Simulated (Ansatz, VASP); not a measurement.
## HfB in VASP and in Ansatz

INCAR

```
SYSTEM = HfB
PREC = Accurate
ENCUT = 520
EDIFF = 1E-6
ISMEAR = -1
SIGMA = 0.05
LREAL = .False.
LASPH = .True.
NELM = 150
ALGO = Normal
ISIF = 2
LWAVE = .False.
LCHARG = .False.
ISPIN = 2
MAGMOM = 0.6 0
LORBIT = 11
LMAXMIX = 4
GGA = PE
NBANDS = 18
```

KPOINTS

```
regular mesh
0
Gamma
  11 11 11
  0 0 0
```

The input POSCAR:

```
HfB
1.0
    0.0000000000      2.3100000000      2.3100000000
    2.3100000000      0.0000000000      2.3100000000
    2.3100000000      2.3100000000      0.0000000000
Hf B
1 1
Direct
    0.5000000000      0.5000000000      0.5000000000
    0.0000000000      0.0000000000      0.0000000000
```

Input for Ansatz:

```yaml
crystal:
  lattice:
    - [0.0, 2.31, 2.31]
    - [2.31, 0.0, 2.31]
    - [2.31, 2.31, 0.0]
  atoms:
    - { symbol: Hf, position: [0.5, 0.5, 0.5], spin: 0.6 }
    - { symbol: B, position: [0.0, 0.0, 0.0] }
magnetization:
  spin_polarized: true
kpoints:
  mp_grid: { grid: [11, 11, 11] }
scf:
  occupations: { method: fermi_dirac, width: 0.05 }
  lower_state_search: "off"
hamiltonian:
  xc: pbe
  pseudopotentials: { kind: paw }
output:
  forces: true
  stress: true
  eigenvalues: true
  populations: true
  dos: { projected: true, de: 0.1, e_range: [-8, 5] }
  write_density: true
  write_potential: true
  elf: true
  volumetric_format: npy
```

Alike in both runs: task single point; functional PBE; k mesh 11 × 11 × 11; occupations fermi-dirac, width 0.05 eV; collinear spin.

|  | VASP | Ansatz |
| --- | --- | --- |
| version | VASP 6.6.1 | Ansatz 0.2.0 |
| potentials or method | VASP PAW PBE potentials, release 64 (Hf_pv, B) | PAW with Ansatz's default frozen-core files, scalar-relativistic |
| plane-wave cutoff (eV) | 520 | 420 |
| valence electrons in the cell | 13 | 29 |

|  | VASP | Ansatz | Ansatz less VASP |
| --- | --- | --- | --- |
| net moment per atom (μB) | 0.00 | 0.00 | 0.000 |

VASP's potentials hold 13 valence electrons a cell and Ansatz's 29, so a difference there can come from the potentials and not from the codes. Ansatz's warnings: seeded moment not kept.

Neither program's run includes spin-orbit coupling.
